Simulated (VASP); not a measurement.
Wanted: the native input for a VASP 6.6.1 run.

```yaml
Task: single point
Functional: LDA
Potentials_or_basis: VASP PAW LDA potentials, release 64 (Ta_pv, N)
Cutoff: 520 eV
k_mesh: 10 × 10 × 9
Occupations: fermi-dirac, width 0.05 eV
Spin: no spin polarisation
Dipole_correction: no
Further_INCAR_settings: ALGO = Normal; EDIFF = 1e-07; NBANDS = 15
```

The structure of TaN lies in POSCAR:

```
TaN
1.0
    2.9182812851      0.0000000000      0.0000000000
   -1.4591406425      2.5273057282      0.0000000000
    0.0000000000      0.0000000000      2.8636504237
Ta N
1 1
Direct
    0.0000000000      0.0000000000      0.5000000000
    0.6666666667      0.3333333333      0.0000000000
```

This cell differs from its parent crystal: volume scaled by 0.98.

One way to write it, as run:

INCAR

```
SYSTEM = TaN
PREC = Accurate
ENCUT = 520
EDIFF = 1E-7
ISMEAR = -1
SIGMA = 0.05
LREAL = .False.
LASPH = .True.
NELM = 80
ALGO = Normal
ISIF = 2
LWAVE = .False.
LCHARG = .True.
LELF = .True.
LVHAR = .True.
NBANDS = 15
```

KPOINTS

```
regular mesh
0
Gamma
  10 10 9
  0 0 0
```

Potentials or basis: VASP PAW LDA potentials, release 64 (Ta_pv, N).

The run is started by

```console
$ cat potpaw_LDA.64/Ta_pv/POTCAR potpaw_LDA.64/N/POTCAR > POTCAR
$ mpirun -np 1 vasp_std > vasp.out
```

Results of the run:

The pressure is -2.7 GPa and the band gap on the k mesh is zero (band 8 reaches 8.52 eV, above the bottom of band 9 at 8.22 eV).

Caveat: spin-orbit coupling is left out, which moves the levels of the heavy elements.

It took 10 s on 1 thread of Intel(R) Xeon(R) Platinum 8488C (Sapphire Rapids) (shared host), peak memory 0.14 GiB.
